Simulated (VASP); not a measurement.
# Si3N4 in VASP: relaxation of the atoms with PBE

Aim: the relaxation of the atoms of Si3N4 with PBE.

Everything below comes from runs of VASP 6.6.1. Logs are shortened: lines on timing, memory, paths and dates and some standing lists are left out, and cuts for length are marked.

## (1) The cell of the first run

The typed cell holds 14 atoms: a = 7.595 Å, b = 7.595 Å, c = 2.931 Å, α = 90.00°, β = 90.00°, γ = 120.00°.

## (2) Relaxation of the atoms, PBE (z stretched by +1 %)

Input file INCAR:

```
SYSTEM = Si3N4
ALGO = Normal ; EDIFF = 1E-6
EDIFFG = -0.02 ; ENCUT = 520
GGA = PE ; IBRION = 2
ISIF = 2 ; ISMEAR = -1
KPAR = 4 ; LASPH = .TRUE.
LCHARG = .FALSE. ; LREAL = .FALSE.
LWAVE = .FALSE. ; NELM = 100
NSW = 80 ; PREC = Accurate
SIGMA = 0.02
```

Input file KPOINTS:

```
k-points
0
G
  4 4 10
  0 0 0
```

Input file POSCAR:

```
Si3N4
1.0
    7.5950000000      0.0000000000      0.0000000000
   -3.7975000000      6.5774629417      0.0000000000
    0.0000000000      0.0000000000      2.9313230000
Si N
6 8
Direct
    0.7673199111      0.1735618873      0.3256358183
    0.5937580238      0.7673199111      0.8256358183
    0.8264381127      0.5937580238      0.3256358183
    0.2326800889      0.8264381127      0.8256358183
    0.4062419762      0.2326800889      0.3256358183
    0.1735618873      0.4062419762      0.8256358183
    0.0293608826      0.3297475828      0.3256531520
    0.6996132998      0.0293608826      0.8256531520
    0.6702524172      0.6996132998      0.3256531520
    0.9706391174      0.6702524172      0.8256531520
    0.3003867002      0.9706391174      0.3256531520
    0.3297475828      0.3003867002      0.8256531520
    0.3333333333      0.6666666667     -0.1744669108
    0.6666666667      0.3333333333      0.3255330892
```

Potentials or basis: VASP PAW PBE potentials, release 64 (Si, N).

The run is started by

```bash
> cat potpaw_PBE.64/Si/POTCAR potpaw_PBE.64/N/POTCAR > POTCAR
> mpirun -np 4 vasp_std > vasp.out
```

OUTCAR:

```text
SYSTEM = Si3N4
   EDIFF = 1E-6
   EDIFFG = -0.02
   ENCUT = 520
   GGA = PE
   IBRION = 2
   ISIF = 2
   ISMEAR = -1
   LASPH = .TRUE.
   LREAL = .FALSE.
   NELM = 100
   NSW = 80
   PREC = Accurate

 ion  position               nearest neighbor table
   1  0.767  0.174  0.326-  14 1.73   7 1.73   8 1.75   8 1.75   3 2.99   5 2.99   2 3.06   2 3.06
                             6 3.06   6 3.06
   2  0.594  0.767  0.826-  13 1.73   8 1.73   9 1.75   9 1.75   6 2.99   4 2.99   1 3.06   1 3.06
                             3 3.06   3 3.06
   3  0.826  0.594  0.326-  14 1.73   9 1.73  10 1.75  10 1.75   1 2.99   5 2.99   4 3.06   4 3.06
                             2 3.06   2 3.06
   4  0.233  0.826  0.826-  13 1.73  10 1.73  11 1.75  11 1.75   6 2.99   2 2.99   5 3.06   5 3.06
                             3 3.06   3 3.06
   5  0.406  0.233  0.326-  14 1.73  11 1.73  12 1.75  12 1.75   3 2.99   1 2.99   4 3.06   4 3.06
                             6 3.06   6 3.06
   6  0.174  0.406  0.826-  13 1.73  12 1.73   7 1.75   7 1.75   4 2.99   2 2.99   1 3.06   1 3.06
                             5 3.06   5 3.06
   7  0.029  0.330  0.326-   1 1.73   6 1.75   6 1.75
   8  0.700  0.029  0.826-   2 1.73   1 1.75   1 1.75
   9  0.670  0.700  0.326-   3 1.73   2 1.75   2 1.75
  10  0.971  0.670  0.826-   4 1.73   3 1.75   3 1.75
  11  0.300  0.971  0.326-   5 1.73   4 1.75   4 1.75
  12  0.330  0.300  0.826-   6 1.73   5 1.75   5 1.75
  13  0.333  0.667  0.826-   4 1.73   6 1.73   2 1.73
  14  0.667  0.333  0.326-   1 1.73   3 1.73   5 1.73

  LATTYP: Found a hexagonal cell.
 ALAT       =     7.5950000000
 C/A-ratio  =     0.3859543120

  Lattice vectors:

 A1 = (   7.5950000000,   0.0000000000,   0.0000000000)
 A2 = (  -3.7975000000,   6.5774629417,   0.0000000000)
 A3 = (   0.0000000000,   0.0000000000,   2.9313230000)

Analysis of symmetry for initial positions (statically):
=====================================================================
 Subroutine PRICEL returns:
 Original cell was already a primitive cell.

 Routine SETGRP: Setting up the symmetry group for a
 hexagonal supercell.

 Subroutine GETGRP returns: Found  6 space group operations
 (whereof  3 operations were pure point group operations)
 out of a pool of 24 trial point group operations.

The static configuration has the point symmetry C_3 .
 The point group associated with its full space group is C_6 .

Analysis of symmetry for dynamics (positions and initial velocities):
=====================================================================
 Subroutine PRICEL returns:
 Original cell was already a primitive cell.

 Routine SETGRP: Setting up the symmetry group for a
 hexagonal supercell.

 Subroutine GETGRP returns: Found  6 space group operations
 (whereof  3 operations were pure point group operations)
[... 119 lines left out ...]
   ICHARG =      2    charge: 1-file 2-atom 10-const
   ISPIN  =      1    spin polarized calculation?
   LNONCOLLINEAR =      F non collinear calculations
   LSORBIT =      F    spin-orbit coupling
   LASPH  =      T    aspherical Exc in radial PAW
   ENCUT  =  520.0 eV  38.22 Ry    6.18 a.u.  14.12 14.12  5.45*2*pi/ulx,y,z
   NELM   =    100;   NELMIN=  2; NELMDL= -5     # of ELM steps
   EDIFF  = 0.1E-05   stopping-criterion for ELM
   LREAL  =      F    real-space projection
   EDIFFG = -.2E-01   stopping-criterion for IOM
   NSW    =     80    number of steps for IOM
   IBRION =      2    ionic relax: 0-MD 1-quasi-New 2-CG
   NFREE  =      1    steps in history (QN), initial steepest desc. (CG)
   ISIF   =      2    stress and relaxation
   ISYM   =      2    0-nonsym 1-usesym 2-fastsym
   POTIM  = 0.5000    time-step for ionic-motion
   TEBEG  =    0.0;   TEEND  =   0.0 temperature during run
   PSTRESS=    0.0 pullay stress
   NELECT =      64.0000    total number of electrons
   NUPDOWN=      -1.0000    fix difference up-down
   EMIN   =  10.00;   EMAX   =-10.00  energy-range for DOS
   EFERMI =   0.00;   METHOD = LEGACY
   ISMEAR =    -1;   SIGMA  =   0.02  broadening in eV -4-tet -1-fermi 0-gaus
   EFERMI_NEDOS =   21; number of points for ismear=-14 and -15
   IALGO  =     38    algorithm
   IMIX   =      4    mixing-type and parameters
     AMIX     =   0.40;   BMIX     =  1.00
     AMIX_MAG =   1.60;   BMIX_MAG =  1.00
  volume/ion in A,a.u.               =      10.46        70.59
  Fermi-wavevector in a.u.,A,eV,Ry     =   1.242372  2.347742 21.000420  1.543487
  Thomas-Fermi vector in A             =   2.376729
   LORBIT       =      0    0 simple, 1 ext, 2 COOP (PROOUT), +10 PAW based schemes
   GGA     = PE    functional components
   LHFCALC =     F    Hartree Fock is set to
   AEXX    =    0.0000 exact exchange contribution
   IVDW    =     0    specifies the selected vdW correction
   LEPSILON=     F    determine dielectric tensor
   LRPA    =     F    only Hartree local field effects (RPA)
 conjugate gradient relaxation of ions
 non-spin polarized calculation
  energy-cutoff  :      520.00
  volume of cell :      146.44
 maximum number of plane-waves:      3976
   NGX = 29   NGY = 29   NGZ = 11

--------------------------------------- Ionic step        1  -------------------------------------------

 number of electron      64.0000002 magnetization

 Free energy of the ion-electron system (eV)
  ---------------------------------------------------
  ext. energy  EPLUGINS =         0.00000000
  ---------------------------------------------------
  free energy    TOTEN  =      -114.50059255 eV

  energy without entropy =     -114.50059255  energy(sigma->0) =     -114.50059255

------------------------ aborting loop because EDIFF is reached ----------------------------------------

  FORCE on cell =-STRESS in cart. coord.  units (eV):
  Direction    XX          YY          ZZ          XY          YZ          ZX
  --------------------------------------------------------------------------------------
  -------------------------------------------------------------------------------------
  Total        4.7805409      4.7805409     -0.0525782     -0.0000000      0.0000000      0.0000000
  in kB       52.3043434     52.3043434     -0.5752635     -0.0000004      0.0000000      0.0000000
  external PRESSURE =      34.6778078 kB  Pullay stress =       0.0000000 kB
[... 275 lines left out ...]
--------------------------------------- Ionic step        7  -------------------------------------------

 number of electron      63.9999999 magnetization

 Free energy of the ion-electron system (eV)
  ---------------------------------------------------
  ext. energy  EPLUGINS =         0.00000000
  ---------------------------------------------------
  free energy    TOTEN  =      -114.50459513 eV

  energy without entropy =     -114.50459513  energy(sigma->0) =     -114.50459513

 E-fermi :   7.1819     XC(G=0): -10.7851

 val. band max:        6.7179702633   @ k =   0.0000   0.0000   0.2000
 cond. band min:      10.8578094068   @ k =   0.0000   0.0000   0.0000
 fundamental gap:      4.1398391435
 Fermi energy:         7.1819177813

 k-point     1 :       0.0000    0.0000    0.0000
  band No.  band energies     occupation
      1     -11.4634      2.00000
      2      -9.9993      2.00000
      3      -9.9993      2.00000
      4      -9.3579      2.00000
      5      -9.2225      2.00000
      6      -9.2225      2.00000
[... 1062 lines left out ...]
  FREE ENERGIE OF THE ION-ELECTRON SYSTEM (eV)
  ---------------------------------------------------
  free  energy   TOTEN  =      -114.5045951334 eV

  energy  without entropy=     -114.5045951334  energy(sigma->0) =     -114.50459513

 reached required accuracy - stopping structural energy minimisation
```

OSZICAR:

```text
N       E                     dE             d eps       ncg     rms          rms(c)
DAV:   1     0.312520268944E+03    0.31252E+03   -0.32061E+04  1920   0.148E+03
DAV:   2    -0.106148468913E+03   -0.41867E+03   -0.40191E+03  2496   0.303E+02
DAV:   3    -0.130690978937E+03   -0.24543E+02   -0.24410E+02  2304   0.815E+01
[... 53 lines left out ...]
DAV:   5    -0.114504593177E+03    0.40244E-06   -0.15624E-06  1568   0.973E-03
   6 F= -.11450459E+03 E0= -.11450459E+03  d E =-.989358E-04
       N       E                     dE             d eps       ncg     rms          rms(c)
DAV:   1    -0.114504594751E+03   -0.11718E-05   -0.16357E-04  2016   0.716E-02    0.380E-03
DAV:   2    -0.114504595133E+03   -0.38238E-06   -0.45277E-06  2136   0.116E-02
   7 F= -.11450460E+03 E0= -.11450460E+03  d E =-.100892E-03
```

CONTCAR:

```text
Si3N4
   1.00000000000000
     7.5949999999999998    0.0000000000000000    0.0000000000000000
    -3.7974999999999999    6.5774629417000003    0.0000000000000000
     0.0000000000000000    0.0000000000000000    2.9313229999999999
  Si              N
     6     8
Direct
     0.7676522915095541    0.1733363949445949    0.3256224662826624
[... 17 lines left out ...]
  0.00000000E+00  0.00000000E+00  0.00000000E+00
  0.00000000E+00  0.00000000E+00  0.00000000E+00
  0.00000000E+00  0.00000000E+00  0.00000000E+00
  0.00000000E+00  0.00000000E+00  0.00000000E+00
  0.00000000E+00  0.00000000E+00  0.00000000E+00
  0.00000000E+00  0.00000000E+00  0.00000000E+00
  0.00000000E+00  0.00000000E+00  0.00000000E+00
  0.00000000E+00  0.00000000E+00  0.00000000E+00
  0.00000000E+00  0.00000000E+00  0.00000000E+00
  0.00000000E+00  0.00000000E+00  0.00000000E+00
  0.00000000E+00  0.00000000E+00  0.00000000E+00
```

Run time: 7 min. Hardware: 4 MPI ranks of AMD EPYC 7R43 (Zen 3), shared host; peak memory 0.3 GiB.

Results:

- Free energy: -114.5046 eV
- Energy gained by relaxing: 0.3 meV/atom
- Ionic steps: 7
- Pressure after relaxing: 3.5 GPa
- Largest force after relaxing: 0.018 eV/Å
- Band gap on the k mesh: 4.14 eV (least direct gap 4.39 eV)

Forces on the atoms (eV/Å):
```
Si  -0.012  0.013  0.001
Si  -0.018 -0.004  0.001
Si  -0.005 -0.017  0.001
Si   0.012 -0.013  0.001
Si   0.018  0.004  0.001
Si   0.005  0.017  0.001
N    0.013  0.013 -0.001
N   -0.004  0.017 -0.001
N   -0.017  0.005 -0.001
N   -0.013 -0.013 -0.001
N    0.004 -0.017 -0.001
N    0.017 -0.005 -0.001
N    0.000  0.000  0.000
N    0.000  0.000  0.000
```

The path:
```csv
step,energy change (eV),largest force (eV/Å),pressure (GPa)
1,0.0000,0.1777,3.47
2,0.0061,0.3313,3.44
3,-0.0033,0.0408,3.45
4,-0.0037,0.0217,3.46
5,-0.0039,0.0239,3.48
6,-0.0040,0.0218,3.50
7,-0.0040,0.0180,3.50
```

Final structure:
```yaml
crystal:
  lattice:
    - [7.59500, 0.00000, 0.00000]
    - [-3.79750, 6.57746, 0.00000]
    - [0.00000, 0.00000, 2.93132]
  atoms:
    - { symbol: Si, position: [0.76765, 0.17334, 0.32562] }
    - { symbol: Si, position: [0.59432, 0.76765, 0.82562] }
    - { symbol: Si, position: [0.82666, 0.59432, 0.32562] }
    - { symbol: Si, position: [0.23235, 0.82666, 0.82562] }
    - { symbol: Si, position: [0.40568, 0.23235, 0.32562] }
    - { symbol: Si, position: [0.17334, 0.40568, 0.82562] }
    - { symbol: N, position: [0.03013, 0.32951, 0.32564] }
    - { symbol: N, position: [0.70061, 0.03013, 0.82564] }
    - { symbol: N, position: [0.67049, 0.70061, 0.32564] }
    - { symbol: N, position: [0.96987, 0.67049, 0.82564] }
    - { symbol: N, position: [0.29939, 0.96987, 0.32564] }
    - { symbol: N, position: [0.32951, 0.29939, 0.82564] }
    - { symbol: N, position: [0.33333, 0.66667, 0.82563] }
    - { symbol: N, position: [0.66667, 0.33333, 0.32563] }
```

Caveat: the cell differs from its parent crystal (z stretched by +1 %).
